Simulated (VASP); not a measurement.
# Si (Cm) in VASP: single point with PBE

Aim: the single point of Si with PBE.

Program: VASP 6.6.1. These are calculated values, not measurements. Logs are shortened: lines on timing, memory, paths and dates and some standing lists are left out, and cuts for length are marked.

## (1) The cell of the first run

The structure is monoclinic, space group Cm (No. 8). Conventional cell: a = 5.284 Å, b = 9.153 Å, c = 4.994 Å, α = 90.00°, β = 90.00°, γ = 90.00°. Within 3.2 Å of Si (site symmetry m) lie 8 Si at 2.43 to 2.72 Å. Within 3.2 Å of Si (site symmetry m) lie 8 Si at 2.43 to 2.64 Å. Si (site symmetry m) has 8 Si at 2.50 to 2.72 Å within 3.3 Å. Within 3.3 Å of Si (site symmetry m) lie 8 Si at 2.50 to 2.64 Å. Si (site symmetry 1) has 8 Si at 2.50 to 2.68 Å within 3.3 Å. Within 3.3 Å of Si (site symmetry 1) lie 8 Si at 2.50 to 2.64 Å.

## (2) Single point, PBE (atom 1 (Si) moved +0.100 Å towards its neighbour atom 4 (Si) at 3.635 Å)

Contents of INCAR:

```
SYSTEM = Si
ALGO = Normal
EDIFF = 1E-6
ENCUT = 520
GGA = PE
ISIF = 2
ISMEAR = 0
LASPH = .True.
LCHARG = .False.
LREAL = .False.
LWAVE = .False.
NBANDS = 26
NELM = 100
PREC = Accurate
SIGMA = 0.15
```

Contents of KPOINTS:

```
k-points
0
Gamma
  12 12 12
  0 0 0
```

Contents of POSCAR:

```
Si
1.0
    0.0000000000      0.0000000000      4.9938171177
    5.2842308228      0.0000000000      0.0000000000
   -2.6421154115      4.5762781320      0.0000000000
Si
8
Direct
   -0.0137540646      0.0000000000     -0.0137540646
    0.5000000000      0.0000000000      0.0000000000
    0.0000000000      0.0000000000      0.5000000000
    0.5000000000      0.0000000000      0.5000000000
    0.0000000000      0.5000000000      0.0000000000
    0.5000000000      0.5000000000      0.0000000000
    0.0000000000      0.5000000000      0.5000000000
    0.5000000000      0.5000000000      0.5000000000
```

Potentials or basis: VASP PAW PBE potentials, release 64 (Si).

On the command line:

```bash
$ cat potpaw_PBE.64/Si/POTCAR > POTCAR
$ mpirun -np 1 vasp_std > vasp.out
```

OUTCAR:

```text
SYSTEM = Si
   EDIFF = 1E-6
   ENCUT = 520
   GGA = PE
   ISIF = 2
   ISMEAR = 0
   LASPH = .True.
   LREAL = .False.
   NELM = 100
   PREC = Accurate

 ion  position               nearest neighbor table
   1  0.986  0.000  0.986-   2 2.43   2 2.57   3 2.57   7 2.61   5 2.61   7 2.68   5 2.68   3 2.72

   2  0.500  0.000  0.000-   1 2.43   1 2.57   8 2.64   8 2.64   6 2.64   6 2.64   4 2.64   4 2.64

   3  0.000  0.000  0.500-   4 2.50   4 2.50   1 2.57   5 2.64   5 2.64   7 2.64   7 2.64   1 2.72

   4  0.500  0.000  0.500-   3 2.50   3 2.50   6 2.64   6 2.64   8 2.64   8 2.64   2 2.64   2 2.64

   5  0.000  0.500  0.000-   6 2.50   6 2.50   1 2.61   3 2.64   3 2.64   7 2.64   7 2.64   1 2.68

   6  0.500  0.500  0.000-   5 2.50   5 2.50   4 2.64   4 2.64   2 2.64   2 2.64   8 2.64   8 2.64

   7  0.000  0.500  0.500-   8 2.50   8 2.50   1 2.61   3 2.64   3 2.64   5 2.64   5 2.64   1 2.68

   8  0.500  0.500  0.500-   7 2.50   7 2.50   2 2.64   2 2.64   4 2.64   4 2.64   6 2.64   6 2.64

  LATTYP: Found a hexagonal cell.
 ALAT       =     5.2842308228
 C/A-ratio  =     0.9450414422

  Lattice vectors:

 A1 = (   5.2842308228,   0.0000000000,   0.0000000000)
 A2 = (  -2.6421154115,   4.5762781320,   0.0000000000)
 A3 = (   0.0000000000,   0.0000000000,   4.9938171177)

Analysis of symmetry for initial positions (statically):
=====================================================================
 Subroutine PRICEL returns:
 Original cell was already a primitive cell.

 Routine SETGRP: Setting up the symmetry group for a
 hexagonal supercell.

 Subroutine GETGRP returns: Found  2 space group operations
 (whereof  2 operations were pure point group operations)
 out of a pool of 24 trial point group operations.

The static configuration has the point symmetry C_1h.

Analysis of symmetry for dynamics (positions and initial velocities):
=====================================================================
 Subroutine PRICEL returns:
 Original cell was already a primitive cell.

 Routine SETGRP: Setting up the symmetry group for a
 hexagonal supercell.

 Subroutine GETGRP returns: Found  2 space group operations
 (whereof  2 operations were pure point group operations)
 out of a pool of 24 trial point group operations.

The dynamic configuration has the point symmetry C_1h.

 Subroutine INISYM returns: Found  2 space group operations
 (whereof  2 operations are pure point group operations),
 and found     1 'primitive' translations

----------------------------------------------------------------------------------------

                                     Primitive cell

  volume of cell :     120.7610

  direct lattice vectors                    reciprocal lattice vectors
     0.000000000  0.000000000  4.993817118     0.000000000  0.000000000  0.200247621
     5.284230823  0.000000000  0.000000000     0.189242301  0.109259093  0.000000000
    -2.642115411  4.576278132  0.000000000     0.000000000  0.218518187  0.000000000

  length of vectors
     4.993817118  5.284230823  5.284230823     0.200247621  0.218518187  0.218518187

  position of ions in fractional coordinates (direct lattice)
     0.986245935  0.000000000  0.986245935
     0.500000000  0.000000000  0.000000000
     0.000000000  0.000000000  0.500000000
     0.500000000  0.000000000  0.500000000
     0.000000000  0.500000000  0.000000000
     0.500000000  0.500000000  0.000000000
     0.000000000  0.500000000  0.500000000
     0.500000000  0.500000000  0.500000000

  ion indices of the primitive-cell ions
   primitive index   ion index
                 1           1
                 2           2
                 3           3
                 4           4
                 5           5
                 6           6
                 7           7
                 8           8

----------------------------------------------------------------------------------------

 KPOINTS: k-points

Automatic generation of k-mesh.
 Grid dimensions read from file:
 generate k-points for:   12   12   12

 Generating k-lattice:

  Cartesian coordinates                     Fractional coordinates (reciprocal lattice)
     0.000000000  0.000000000  0.016687302     0.083333333  0.000000000  0.000000000
     0.015770192  0.009104924  0.000000000     0.000000000  0.083333333  0.000000000
     0.000000000  0.018209849  0.000000000     0.000000000  0.000000000  0.083333333

  Length of vectors
     0.016687302  0.018209849  0.018209849

  Shift w.r.t. Gamma in fractional coordinates (k-lattice)
     0.000000000  0.000000000  0.000000000

 Subroutine IBZKPT returns following result:
 ===========================================

 Found    476 irreducible k-points:

 Following reciprocal coordinates:
            Coordinates               Weight
  0.000000  0.000000  0.000000      1.000000
  0.083333  0.000000  0.000000      2.000000
  0.166667  0.000000  0.000000      2.000000
  0.250000  0.000000  0.000000      2.000000
  0.333333  0.000000  0.000000      2.000000
  0.416667  0.000000  0.000000      2.000000
[... 16 lines left out ...]
  0.416667  0.000000  0.083333      4.000000
  0.416667  0.000000 -0.083333      4.000000
 [... further k-points ...]
   k-points           NKPTS =    476   k-points in BZ     NKDIM =    476   number of bands    NBANDS=     26
   number of dos      NEDOS =    301   number of ions     NIONS =      8
   total plane-waves  NPLWV =  64000
   dimension x,y,z NGX =    40 NGY =   40 NGZ =   40
   dimension x,y,z NGXF=    80 NGYF=   80 NGZF=   80
   ions per type =               8
   NGX,Y,Z   is equivalent  to a cutoff of  13.32, 12.58, 12.58 a.u.
   NGXF,Y,Z  is equivalent  to a cutoff of  26.63, 25.17, 25.17 a.u.
 SYSTEM =  Si
   PREC   = accura    normal or accurate (medium, high low for compatibility)
   ISTART =      0    job   : 0-new  1-cont  2-samecut
   ICHARG =      2    charge: 1-file 2-atom 10-const
   ISPIN  =      1    spin polarized calculation?
   LNONCOLLINEAR =      F non collinear calculations
   LSORBIT =      F    spin-orbit coupling
   LASPH  =      T    aspherical Exc in radial PAW
   ENCUT  =  520.0 eV  38.22 Ry    6.18 a.u.   9.29  9.83  9.83*2*pi/ulx,y,z
   NELM   =    100;   NELMIN=  2; NELMDL= -5     # of ELM steps
   EDIFF  = 0.1E-05   stopping-criterion for ELM
   LREAL  =      F    real-space projection
   EDIFFG = 0.1E-04   stopping-criterion for IOM
   NSW    =      0    number of steps for IOM
   IBRION =     -1    ionic relax: 0-MD 1-quasi-New 2-CG
   NFREE  =      0    steps in history (QN), initial steepest desc. (CG)
   ISIF   =      2    stress and relaxation
   ISYM   =      2    0-nonsym 1-usesym 2-fastsym
   POTIM  = 0.5000    time-step for ionic-motion
   TEBEG  =    0.0;   TEEND  =   0.0 temperature during run
   PSTRESS=    0.0 pullay stress
   NELECT =      32.0000    total number of electrons
   NUPDOWN=      -1.0000    fix difference up-down
   EMIN   =  10.00;   EMAX   =-10.00  energy-range for DOS
   EFERMI =   0.00;   METHOD = LEGACY
   ISMEAR =     0;   SIGMA  =   0.15  broadening in eV -4-tet -1-fermi 0-gaus
   EFERMI_NEDOS =   21; number of points for ismear=-14 and -15
   IALGO  =     38    algorithm
   IMIX   =      4    mixing-type and parameters
     AMIX     =   0.40;   BMIX     =  1.00
     AMIX_MAG =   1.60;   BMIX_MAG =  1.00
  volume/ion in A,a.u.               =      15.10       101.87
  Fermi-wavevector in a.u.,A,eV,Ry     =   1.051516  1.987077 15.043770  1.105686
  Thomas-Fermi vector in A             =   2.186562
   LORBIT       =      0    0 simple, 1 ext, 2 COOP (PROOUT), +10 PAW based schemes
   GGA     = PE    functional components
   LHFCALC =     F    Hartree Fock is set to
   AEXX    =    0.0000 exact exchange contribution
   IVDW    =     0    specifies the selected vdW correction
   LEPSILON=     F    determine dielectric tensor
   LRPA    =     F    only Hartree local field effects (RPA)
 non-spin polarized calculation
 Gauss-broadening in eV      SIGMA  =   0.15
  energy-cutoff  :      520.00
  volume of cell :      120.76
 maximum number of plane-waves:      3282
 NGX is ok and might be reduce to    40
   NGX = 19   NGY = 19   NGZ = 19

 number of electron      31.9999998 magnetization

 Free energy of the ion-electron system (eV)
  ---------------------------------------------------
  ext. energy  EPLUGINS =         0.00000000
  ---------------------------------------------------
  free energy    TOTEN  =       -40.92144854 eV

  energy without entropy =      -40.88608313  energy(sigma->0) =      -40.90376584

 E-fermi :   9.3485     XC(G=0): -10.9520

 val. band max:        9.3484647673   @ k =   0.1667   0.2500   0.5000
 cond. band min:       9.3501002016   @ k =   0.5000   0.5000   0.0000
 fundamental gap:      0.0016354343
 Fermi energy:         9.3485166752

 k-point     1 :       0.0000    0.0000    0.0000
  band No.  band energies     occupation
      1      -4.5672      2.00000
      2       0.1401      2.00000
      3       1.7490      2.00000
      4       1.7853      2.00000
      5       1.7856      2.00000
      6       2.3236      2.00000
[... 18 lines left out ...]
     25      15.8433      0.00000
     26      15.8520      0.00000

 k-point     2 :       0.0833    0.0000    0.0000
  band No.  band energies     occupation
      1      -4.5277      2.00000
      2      -0.1740      2.00000
      3       1.8029      2.00000
      4       1.8248      2.00000
      5       1.8261      2.00000
      6       2.6738      2.00000
[... 18 lines left out ...]
     25      15.3587      0.00000
[... 608 lines left out ...]
     25      15.1553      0.00000
     26      15.2909      0.00000

 k-point    24 :       0.4167    0.0000   -0.0833
  band No.  band energies     occupation
      1      -3.5388      2.00000
      2      -2.6049      2.00000
      3       2.0369      2.00000
      4       2.5205      2.00000
      5       2.5455      2.00000
      6       2.9567      2.00000
[... 18 lines left out ...]
     25      15.2049      0.00000
     26      15.3143      0.00000

 [... further k-points ...]

------------------------ aborting loop because EDIFF is reached ----------------------------------------

  FORCE on cell =-STRESS in cart. coord.  units (eV):
  Direction    XX          YY          ZZ          XY          YZ          ZX
  --------------------------------------------------------------------------------------
  -------------------------------------------------------------------------------------
  Total        0.5509597      0.5752810     -0.8426060     -0.0210629     -0.0013809      0.0007973
  in kB        7.3097675      7.6324469    -11.1791375     -0.2794485     -0.0183207      0.0105775
  external PRESSURE =       1.2543589 kB  Pullay stress =       0.0000000 kB

 VOLUME and BASIS-vectors are now :
 -----------------------------------------------------------------------------
  energy-cutoff  :      520.00
  volume of cell :      120.76
      direct lattice vectors                 reciprocal lattice vectors
     0.000000000  0.000000000  4.993817118     0.000000000  0.000000000  0.200247621
     5.284230823  0.000000000  0.000000000     0.189242301  0.109259093  0.000000000
    -2.642115411  4.576278132  0.000000000     0.000000000  0.218518187  0.000000000

 POSITION                                       TOTAL-FORCE (eV/Angst)
 -----------------------------------------------------------------------------------
     -2.60578      4.51334      4.92513        -0.107473      0.186150      0.420021
      0.00000      0.00000      2.49691        -0.027356      0.047381     -0.319294
     -1.32106      2.28814      0.00000         0.089459     -0.154947      0.002590
     -1.32106      2.28814      2.49691         0.021369     -0.037013     -0.036013
      2.64212      0.00000      0.00000         0.086957      0.060564      0.002306
      2.64212      0.00000      2.49691         0.021465     -0.025681     -0.035958
      1.32106      2.28814      0.00000        -0.095929     -0.045025      0.002306
      1.32106      2.28814      2.49691         0.011508     -0.031430     -0.035958
 -----------------------------------------------------------------------------------
    total drift:                                0.000004     -0.000007      0.000014

  FREE ENERGIE OF THE ION-ELECTRON SYSTEM (eV)
  ---------------------------------------------------
  free  energy   TOTEN  =       -40.9214485447 eV

  energy  without entropy=      -40.8860831285  energy(sigma->0) =      -40.90376584
```

Run time: 8.3 min. Hardware: 1 thread of Intel Xeon 6975P-C (Granite Rapids), shared host; peak memory 0.97 GiB.

Results:

- Free energy: -40.9214 eV
- Pressure: 0.1 GPa
- Largest force: 0.472 eV/Å
- Band gap on the k mesh: zero (bands 16 and 17 overlap by 3.56 eV)

Forces on the atoms (eV/Å):
```
Si  -0.107  0.186  0.420
Si  -0.027  0.047 -0.319
Si   0.089 -0.155  0.003
Si   0.021 -0.037 -0.036
Si   0.087  0.061  0.002
Si   0.021 -0.026 -0.036
Si  -0.096 -0.045  0.002
Si   0.012 -0.031 -0.036
```

Stress tensor (GPa, compression positive):
```
 0.73 -0.03  0.00
-0.03  0.76  0.00
 0.00  0.00 -1.12
```

Caveat: the cell differs from its parent crystal (atom 1 (Si) moved +0.100 Å towards its neighbour atom 4 (Si) at 3.635 Å).
